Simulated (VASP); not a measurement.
# TiPt3 (Pm-3m) in VASP: a series of runs, part 2 of 3

VASP 6.6.1. Earlier steps stand in the parts before.

**3. Electric field gradients, PBEsol**

This run uses another cell than the first one, of 14.80 Å³/atom, 1.020 times its volume.

Input file INCAR:

```
SYSTEM = TiPt3
PREC = Accurate
ENCUT = 520
EDIFF = 1E-8
ISMEAR = -1
SIGMA = 0.05
LREAL = .False.
LASPH = .True.
NELM = 80
ALGO = Normal
ISIF = 2
LWAVE = .False.
LCHARG = .False.
GGA = PS
LEFG = .True.
NBANDS = 29
```

Input file KPOINTS:

```
regular mesh
0
Gamma
  9 9 9
  0 0 0
```

Input file POSCAR:

```
TiPt3
1.0
    3.8970000000      0.0000000000      0.0000000000
    0.0000000000      3.8970000000      0.0000000000
    0.0000000000      0.0000000000      3.8970000000
Ti Pt
1 3
Direct
    0.0000000000      0.0000000000      0.0000000000
    0.0000000000      0.5000000000      0.5000000000
    0.5000000000      0.0000000000      0.5000000000
    0.5000000000      0.5000000000      0.0000000000
```

Potentials or basis: VASP PAW PBE potentials, release 64 (Ti_sv, Pt).

Command:

```sh
$ cat potpaw_PBE.64/Ti_sv/POTCAR potpaw_PBE.64/Pt/POTCAR > POTCAR
$ mpirun -np 1 vasp_std > vasp.out
```

OUTCAR:

```text
SYSTEM = TiPt3
   PREC = Accurate
   ENCUT = 520
   EDIFF = 1E-8
   ISMEAR = -1
   LREAL = .False.
   LASPH = .True.
   NELM = 80
   ISIF = 2
   GGA = PS

 ion  position               nearest neighbor table
   1  0.000  0.000  0.000-   2 2.76   3 2.76   4 2.76   2 2.76   3 2.76   2 2.76   4 2.76   2 2.76
                             3 2.76   4 2.76   3 2.76   4 2.76
   2  0.000  0.500  0.500-   1 2.76   3 2.76   4 2.76   1 2.76   4 2.76   1 2.76   3 2.76   1 2.76
                             3 2.76   4 2.76   4 2.76   3 2.76
   3  0.500  0.000  0.500-   1 2.76   2 2.76   4 2.76   1 2.76   4 2.76   2 2.76   4 2.76   4 2.76
                             1 2.76   2 2.76   1 2.76   2 2.76
   4  0.500  0.500  0.000-   1 2.76   2 2.76   3 2.76   2 2.76   3 2.76   1 2.76   3 2.76   3 2.76
                             1 2.76   2 2.76   2 2.76   1 2.76

  LATTYP: Found a simple cubic cell.
 ALAT       =     3.8970000000

  Lattice vectors:

 A1 = (   3.8970000000,   0.0000000000,   0.0000000000)
 A2 = (   0.0000000000,   3.8970000000,   0.0000000000)
 A3 = (   0.0000000000,   0.0000000000,   3.8970000000)

Analysis of symmetry for initial positions (statically):
=====================================================================
 Subroutine PRICEL returns:
 Original cell was already a primitive cell.

 Routine SETGRP: Setting up the symmetry group for a
 simple cubic supercell.

 Subroutine GETGRP returns: Found 48 space group operations
 (whereof 48 operations were pure point group operations)
 out of a pool of 48 trial point group operations.

The static configuration has the point symmetry O_h .

Analysis of symmetry for dynamics (positions and initial velocities):
=====================================================================
 Subroutine PRICEL returns:
 Original cell was already a primitive cell.

 Routine SETGRP: Setting up the symmetry group for a
 simple cubic supercell.

 Subroutine GETGRP returns: Found 48 space group operations
 (whereof 48 operations were pure point group operations)
 out of a pool of 48 trial point group operations.

The dynamic configuration has the point symmetry O_h .

 Subroutine INISYM returns: Found 48 space group operations
 (whereof 48 operations are pure point group operations),
 and found     1 'primitive' translations

----------------------------------------------------------------------------------------

                                     Primitive cell

  volume of cell :      59.1822

  direct lattice vectors                    reciprocal lattice vectors
     3.897000000  0.000000000  0.000000000     0.256607647  0.000000000  0.000000000
     0.000000000  3.897000000  0.000000000     0.000000000  0.256607647  0.000000000
     0.000000000  0.000000000  3.897000000     0.000000000  0.000000000  0.256607647

  length of vectors
     3.897000000  3.897000000  3.897000000     0.256607647  0.256607647  0.256607647

  position of ions in fractional coordinates (direct lattice)
     0.000000000  0.000000000  0.000000000
     0.000000000  0.500000000  0.500000000
     0.500000000  0.000000000  0.500000000
[... 96 lines left out ...]
   EFERMI_NEDOS =   21; number of points for ismear=-14 and -15
   IALGO  =     38    algorithm
   IMIX   =      4    mixing-type and parameters
     AMIX     =   0.40;   BMIX     =  1.00
     AMIX_MAG =   1.60;   BMIX_MAG =  1.00
  volume/ion in A,a.u.               =      14.80        99.85
  Fermi-wavevector in a.u.,A,eV,Ry     =   1.460251  2.759474 29.012153  2.132333
  Thomas-Fermi vector in A             =   2.576723
   LORBIT       =      0    0 simple, 1 ext, 2 COOP (PROOUT), +10 PAW based schemes
   GGA     = PS    functional components
   LHFCALC =     F    Hartree Fock is set to
   AEXX    =    0.0000 exact exchange contribution
   IVDW    =     0    specifies the selected vdW correction
   LEPSILON=     F    determine dielectric tensor
   LRPA    =     F    only Hartree local field effects (RPA)
 non-spin polarized calculation
  energy-cutoff  :      520.00
  volume of cell :       59.18
 maximum number of plane-waves:      1605
 NGX is ok and might be reduce to    30
   NGX = 15   NGY = 15   NGZ = 15

 number of electron      41.9999997 magnetization

 Free energy of the ion-electron system (eV)
  ---------------------------------------------------
  ext. energy  EPLUGINS =         0.00000000
  ---------------------------------------------------
  free energy    TOTEN  =       -32.76467797 eV

  energy without entropy =      -32.75272079  energy(sigma->0) =      -32.75869938

 E-fermi :  11.7169     XC(G=0): -13.4230

 val. band max:       11.6927817569   @ k =   0.4444   0.1111   0.1111
 cond. band min:      11.7509621579   @ k =   0.0000   0.0000   0.0000
 fundamental gap:      0.0581804010
 Fermi energy:        11.7168720755

 k-point     1 :       0.0000    0.0000    0.0000
  band No.  band energies     occupation
      1     -46.2347      2.00000
      2     -22.5557      2.00000
      3     -22.5557      2.00000
      4     -22.5557      2.00000
      5       1.4167      2.00000
      6       4.2519      2.00000
[... 757 lines left out ...]
     28      15.8326      0.00000
     29      19.2365      0.00000

 [... further k-points ...]

------------------------ aborting loop because EDIFF is reached ----------------------------------------

  FORCE on cell =-STRESS in cart. coord.  units (eV):
  Direction    XX          YY          ZZ          XY          YZ          ZX
  --------------------------------------------------------------------------------------
  -------------------------------------------------------------------------------------
  Total        0.0915958      0.0915958      0.0915958      0.0000000     -0.0000000      0.0000000
  in kB        2.4796746      2.4796746      2.4796746      0.0000000     -0.0000000      0.0000000
  external PRESSURE =       2.4796746 kB  Pullay stress =       0.0000000 kB

 VOLUME and BASIS-vectors are now :
 -----------------------------------------------------------------------------
  energy-cutoff  :      520.00
  volume of cell :       59.18
      direct lattice vectors                 reciprocal lattice vectors
     3.897000000  0.000000000  0.000000000     0.256607647  0.000000000  0.000000000
     0.000000000  3.897000000  0.000000000     0.000000000  0.256607647  0.000000000
     0.000000000  0.000000000  3.897000000     0.000000000  0.000000000  0.256607647

 POSITION                                       TOTAL-FORCE (eV/Angst)
 -----------------------------------------------------------------------------------
      0.00000      0.00000      0.00000         0.000000      0.000000      0.000000
      0.00000      1.94850      1.94850         0.000000      0.000000      0.000000
      1.94850      0.00000      1.94850         0.000000      0.000000      0.000000
      1.94850      1.94850      0.00000         0.000000      0.000000      0.000000
 -----------------------------------------------------------------------------------
    total drift:                                0.000000      0.000000     -0.000000

  FREE ENERGIE OF THE ION-ELECTRON SYSTEM (eV)
  ---------------------------------------------------
  free  energy   TOTEN  =       -32.7646779735 eV

  energy  without entropy=      -32.7527207943  energy(sigma->0) =      -32.75869938

 Electric field gradients (V/A^2)
---------------------------------------------------------------------
 ion       V_xx      V_yy      V_zz      V_xy      V_xz      V_yz
---------------------------------------------------------------------
   1       0.000     0.000     0.000     0.000     0.000     0.000
   2     -66.952    33.476    33.476     0.000     0.000     0.000
   3      33.476   -66.952    33.476     0.000     0.000     0.000
   4      33.476    33.476   -66.952    -0.000     0.000     0.000
---------------------------------------------------------------------

 Electric field gradients after diagonalization (V/A^2)
 (convention: |V_zz| > |V_xx| > |V_yy|)
----------------------------------------------------------------------
 ion       V_xx      V_yy      V_zz     asymmetry (V_yy - V_xx)/ V_zz
----------------------------------------------------------------------
   1       0.000     0.000     0.000      -0.016
   2      33.476    33.476   -66.952       0.000
   3      33.476    33.476   -66.952       0.000
   4      33.476    33.476   -66.952       0.000
----------------------------------------------------------------------

           NMR quadrupolar parameters

 Cq : quadrupolar parameter    Cq=e*Q*V_zz/h
 eta: asymmetry parameters     (V_yy - V_xx)/ V_zz
 Q  : nuclear electric quadrupole moment in mb (millibarn)
----------------------------------------------------------------------
 ion       Cq(MHz)       eta       Q (mb)
----------------------------------------------------------------------
   1       0.000      -0.016       1.000
   2      -0.162       0.000       1.000
   3      -0.162       0.000       1.000
   4      -0.162       0.000       1.000
----------------------------------------------------------------------
```

stdout:

```text
POSCAR found type information on POSCAR TiPt
 POSCAR found :  2 types and       4 ions
 scaLAPACK will be used
 -----------------------------------------------------------------------------
|                                                                             |
|                                                                             |
|     You enforced a specific xc type in the INCAR file but a different       |
|     I HOPE YOU KNOW WHAT YOU ARE DOING!                                     |
|                                                                             |
 -----------------------------------------------------------------------------

 LDA part: xc-table for (Slater+PW92), standard interpolation
 POSCAR, INCAR and KPOINTS ok, starting setup
 FFT: planning ... GRIDC
 FFT: planning ... GRID_SOFT
 FFT: planning ... GRID
 WAVECAR not read
 entering main loop
ion   1

ion   2

ion   3

ion   4
```

Wall time 36 s (1 thread of Intel Xeon Platinum 8559C (Emerald Rapids), shared host); peak memory 0.2 GiB.

Results:

* Free energy: -32.7647 eV
* Pressure: 0.2 GPa
* Band gap on the k mesh: zero (band 21 reaches 13.11 eV, above the bottom of band 22 at 11.55 eV)

Levels at points of the mesh, in eV from the Fermi level:
| k point | band 17 | band 18 | band 19 | band 20 | band 21 | band 22 | band 23 | band 24 | band 25 | band 26 |
| --- | --- | --- | --- | --- | --- | --- | --- | --- | --- | --- |
| (0.00, 0.00, 0.00) | -0.53 | 0.03 | 0.03 | 0.03 | 1.39 | 1.39 | 1.53 | 1.53 | 1.53 | 2.04 |

Electric field gradients, principal values (V/Å²):
| atom | least | middle | greatest (by size) |
| --- | --- | --- | --- |
| 1 Ti | 0.000 | 0.000 | 0.000 |
| 2 Pt | 33.476 | 33.476 | -66.952 |
| 3 Pt | 33.476 | 33.476 | -66.952 |
| 4 Pt | 33.476 | 33.476 | -66.952 |

Caveat: without QUAD_EFG the Cq values of the log hold for a quadrupole moment of 1 mb, not for the nuclei; the PAW data sets were made with another functional, which shifts forces and pressure a little; spin-orbit coupling is left out, which moves the levels of the heavy elements.

**4. Electric field gradients, PBEsol (volume scaled by 1.01)**

Input file INCAR:

```
SYSTEM = TiPt3
ALGO     = Normal         ! electronic algorithm
EDIFF    = 1E-8           ! SCF threshold, eV
ENCUT    = 520            ! plane-wave cutoff, eV
GGA      = PS             ! functional
ISIF     = 2              ! what is computed and relaxed
ISMEAR   = -1             ! smearing method
LASPH    = .TRUE.         ! aspherical terms in the spheres
LCHARG   = .FALSE.        ! write CHGCAR
LEFG     = .TRUE.       
LREAL    = .FALSE.        ! projectors in reciprocal space
LWAVE    = .FALSE.        ! write WAVECAR
NBANDS   = 29             ! bands
NELM     = 100            ! most SCF steps
PREC     = Accurate       ! precision mode
SIGMA    = 0.05           ! smearing width, eV
```

Input file KPOINTS:

```
k-points
0
G
  9 9 9
  0 0 0
```

Input file POSCAR:

```
TiPt3
1.0
    3.9099469390      0.0000000000      0.0000000000
    0.0000000000      3.9099469390      0.0000000000
    0.0000000000      0.0000000000      3.9099469390
Ti Pt
1 3
Direct
    0.0000000000      0.0000000000      0.0000000000
    0.0000000000      0.5000000000      0.5000000000
    0.5000000000      0.0000000000      0.5000000000
    0.5000000000      0.5000000000      0.0000000000
```

Potentials or basis: VASP PAW PBE potentials, release 64 (Ti_sv, Pt).

Command:

```sh
$ cat potpaw_PBE.64/Ti_sv/POTCAR potpaw_PBE.64/Pt/POTCAR > POTCAR
$ mpirun -np 1 vasp_std > vasp.out
```

OUTCAR:

```text
SYSTEM = TiPt3
   EDIFF = 1E-8
   ENCUT = 520
   GGA = PS
   ISIF = 2
   ISMEAR = -1
   LASPH = .TRUE.
   LREAL = .FALSE.
   NELM = 100
   PREC = Accurate

 ion  position               nearest neighbor table
   1  0.000  0.000  0.000-   2 2.76   3 2.76   4 2.76   2 2.76   3 2.76   2 2.76   4 2.76   2 2.76
                             3 2.76   4 2.76   3 2.76   4 2.76
   2  0.000  0.500  0.500-   1 2.76   3 2.76   4 2.76   1 2.76   4 2.76   1 2.76   3 2.76   1 2.76
                             3 2.76   4 2.76   4 2.76   3 2.76
   3  0.500  0.000  0.500-   1 2.76   2 2.76   4 2.76   1 2.76   4 2.76   2 2.76   4 2.76   4 2.76
                             1 2.76   2 2.76   1 2.76   2 2.76
   4  0.500  0.500  0.000-   1 2.76   2 2.76   3 2.76   2 2.76   3 2.76   1 2.76   3 2.76   3 2.76
                             1 2.76   2 2.76   2 2.76   1 2.76

  LATTYP: Found a simple cubic cell.
 ALAT       =     3.9099469390

  Lattice vectors:

 A1 = (   3.9099469390,   0.0000000000,   0.0000000000)
 A2 = (   0.0000000000,   3.9099469390,   0.0000000000)
 A3 = (   0.0000000000,   0.0000000000,   3.9099469390)

[... 977 lines left out ...]
      0.00000      1.95497      1.95497         0.000000      0.000000      0.000000
      1.95497      0.00000      1.95497         0.000000      0.000000      0.000000
      1.95497      1.95497      0.00000         0.000000      0.000000      0.000000
 -----------------------------------------------------------------------------------
    total drift:                                0.000000      0.000000     -0.000000

  FREE ENERGIE OF THE ION-ELECTRON SYSTEM (eV)
  ---------------------------------------------------
  free  energy   TOTEN  =       -32.7611974761 eV

  energy  without entropy=      -32.7490936838  energy(sigma->0) =      -32.75514558

 Electric field gradients (V/A^2)
---------------------------------------------------------------------
 ion       V_xx      V_yy      V_zz      V_xy      V_xz      V_yz
---------------------------------------------------------------------
   1       0.000     0.000     0.000     0.000     0.000    -0.000
   2     -66.133    33.066    33.066    -0.000     0.000    -0.000
   3      33.066   -66.133    33.066     0.000     0.000     0.000
   4      33.066    33.066   -66.133     0.000    -0.000     0.000
---------------------------------------------------------------------

 Electric field gradients after diagonalization (V/A^2)
 (convention: |V_zz| > |V_xx| > |V_yy|)
----------------------------------------------------------------------
 ion       V_xx      V_yy      V_zz     asymmetry (V_yy - V_xx)/ V_zz
----------------------------------------------------------------------
   1       0.000     0.000     0.000      -0.265
   2      33.066    33.066   -66.133       0.000
   3      33.066    33.066   -66.133       0.000
   4      33.066    33.066   -66.133       0.000
----------------------------------------------------------------------

           NMR quadrupolar parameters

 Cq : quadrupolar parameter    Cq=e*Q*V_zz/h
 eta: asymmetry parameters     (V_yy - V_xx)/ V_zz
 Q  : nuclear electric quadrupole moment in mb (millibarn)
----------------------------------------------------------------------
 ion       Cq(MHz)       eta       Q (mb)
----------------------------------------------------------------------
   1       0.000      -0.265       1.000
   2      -0.160       0.000       1.000
   3      -0.160       0.000       1.000
   4      -0.160       0.000       1.000
----------------------------------------------------------------------
```

OSZICAR:

```text
N       E                     dE             d eps       ncg     rms          rms(c)
DAV:   1     0.371246730371E+03    0.37125E+03   -0.20826E+04  2030   0.156E+03
DAV:   2    -0.757521800065E+01   -0.37882E+03   -0.35942E+03  2148   0.402E+02
DAV:   3    -0.351793454762E+02   -0.27604E+02   -0.26166E+02  2453   0.102E+02
DAV:   4    -0.362100627507E+02   -0.10307E+01   -0.10260E+01  2496   0.187E+01
DAV:   5    -0.362385017678E+02   -0.28439E-01   -0.28431E-01  2435   0.313E+00    0.228E+01
DAV:   6    -0.339937644704E+02    0.22447E+01   -0.10626E+01  2193   0.291E+01    0.133E+01
DAV:   7    -0.338368789346E+02    0.15689E+00   -0.19998E+01  2593   0.287E+01    0.105E+01
DAV:   8    -0.328823153299E+02    0.95456E+00   -0.10159E+00  2171   0.983E+00    0.430E+00
DAV:   9    -0.328748991448E+02    0.74162E-02   -0.15098E+00  2890   0.710E+00    0.342E+00
DAV:  10    -0.327610124391E+02    0.11389E+00   -0.46407E-01  2344   0.472E+00    0.349E-01
DAV:  11    -0.327651999876E+02   -0.41875E-02   -0.99579E-03  2326   0.775E-01    0.620E-01
DAV:  12    -0.327611856868E+02    0.40143E-02   -0.14395E-02  2677   0.769E-01    0.283E-02
DAV:  13    -0.327612022036E+02   -0.16517E-04   -0.20283E-04  2184   0.104E-01    0.224E-02
DAV:  14    -0.327611983731E+02    0.38305E-05   -0.41269E-05  2505   0.468E-02    0.124E-02
DAV:  15    -0.327611973786E+02    0.99442E-06   -0.38385E-06  2274   0.177E-02    0.294E-03
DAV:  16    -0.327611974526E+02   -0.73963E-07   -0.32741E-07  2832   0.375E-03    0.393E-04
DAV:  17    -0.327611974759E+02   -0.23298E-07   -0.20756E-08  1579   0.780E-04    0.234E-04
DAV:  18    -0.327611974761E+02   -0.19236E-09   -0.14832E-09  1055   0.366E-04
   1 F= -.32761197E+02 E0= -.32755146E+02  d E =-.121038E-01
```

stdout:

```text
POSCAR found type information on POSCAR TiPt
 POSCAR found :  2 types and       4 ions
 scaLAPACK will be used
 -----------------------------------------------------------------------------
|                                                                             |
|                                                                             |
|     You enforced a specific xc type in the INCAR file but a different       |
|     I HOPE YOU KNOW WHAT YOU ARE DOING!                                     |
|                                                                             |
 -----------------------------------------------------------------------------

 LDA part: xc-table for (Slater+PW92), standard interpolation
 POSCAR, INCAR and KPOINTS ok, starting setup
 FFT: planning ... GRIDC
 FFT: planning ... GRID_SOFT
 FFT: planning ... GRID
 WAVECAR not read
 entering main loop
ion   1

ion   2

ion   3

ion   4
```

Run time: 40 s. Hardware: 1 thread of Intel Xeon Platinum 8559C (Emerald Rapids), shared host; peak memory 0.2 GiB.

Results:

* Free energy: -32.7612 eV
* Pressure: -2.4 GPa
* Band gap on the k mesh: zero (band 21 reaches 12.91 eV, above the bottom of band 22 at 11.38 eV)

Electric field gradients, principal values (V/Å²):
```csv
atom,least,middle,greatest (by size)
1 Ti,0.000,0.000,0.000
2 Pt,33.066,33.066,-66.133
3 Pt,33.066,33.066,-66.133
4 Pt,33.066,33.066,-66.133
```

Caveat: the cell differs from its parent crystal (volume scaled by 1.01); without QUAD_EFG the Cq values of the log hold for a quadrupole moment of 1 mb, not for the nuclei; the PAW data sets were made with another functional, which shifts forces and pressure a little; spin-orbit coupling is left out, which moves the levels of the heavy elements.

[end of part 2 of 3]
